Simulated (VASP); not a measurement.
Set up this calculation in VASP 6.6.1, as the native input.

```yaml
Task: single point
Functional: r2SCAN
Potentials_or_basis: VASP PAW PBE potentials, release 64 (K_sv, Cl)
Cutoff: 520 eV
k_mesh: 8 × 8 × 8
Occupations: gaussian, width 0.01 eV
Spin: no spin polarisation
Dipole_correction: no
Further_INCAR_settings: ALGO = Normal; EDIFF = 1e-07; NBANDS = 15
```

The system is KCl.

```
K Cl
1.0
     0.00000    3.23919    3.23919
     3.23919    0.00000    3.23919
     3.23919    3.23919    0.00000
K Cl
1 1
Direct
  0.00000 0.00000 0.00000
  0.50000 0.50000 0.50000
```

This cell differs from its parent crystal: strain +3.0%.

One way to write it, as run:

POSCAR

```
KCl
1.0
    0.0000000000      3.2391937718      3.2391937718
    3.2391937718      0.0000000000      3.2391937718
    3.2391937718      3.2391937718      0.0000000000
K Cl
1 1
Direct
    0.0000000000      0.0000000000      0.0000000000
    0.5000000000      0.5000000000      0.5000000000
```

INCAR.step1

```
SYSTEM = KCl
ALGO = Normal ; EDIFF = 1E-4
ENCUT = 520 ; GGA = PE
ISMEAR = 0 ; LASPH = .TRUE.
LCHARG = .FALSE. ; LREAL = .FALSE.
LWAVE = .TRUE. ; NBANDS = 15
NELM = 80 ; PREC = Accurate
SIGMA = 0.01
```

INCAR.step2

```
SYSTEM = KCl
ALGO = Normal ; EDIFF = 1E-7
ENCUT = 520 ; ISIF = 2
ISMEAR = 0 ; ISTART = 1
LASPH = .TRUE. ; LCHARG = .FALSE.
LMIXTAU = .TRUE. ; LREAL = .FALSE.
LWAVE = .FALSE. ; METAGGA = R2SCAN
NBANDS = 15 ; NELM = 80
PREC = Accurate ; SIGMA = 0.01
```

KPOINTS

```
k-points
0
G
  8 8 8
  0 0 0
```

Potentials or basis: VASP PAW PBE potentials, release 64 (K_sv, Cl).

The run is started by

```console
$ cat potpaw_PBE.64/K_sv/POTCAR potpaw_PBE.64/Cl/POTCAR > POTCAR
$ cp INCAR.step1 INCAR
$ mpirun -np 1 vasp_std > vasp.out
$ cp INCAR.step2 INCAR
$ mpirun -np 1 vasp_std > vasp.out
```

Results of the run:

```
Pressure               : -1.4 GPa
Band gap on the k mesh : 5.54 eV, direct
```

Caveat: the cell differs from its parent crystal (strain +3.0%); the PAW data sets were made with another functional, which shifts forces and pressure a little.

Run time: 68 s on 1 thread of Intel(R) Xeon(R) 6975P-C (Granite Rapids) (shared host), peak memory 0.22 GiB.
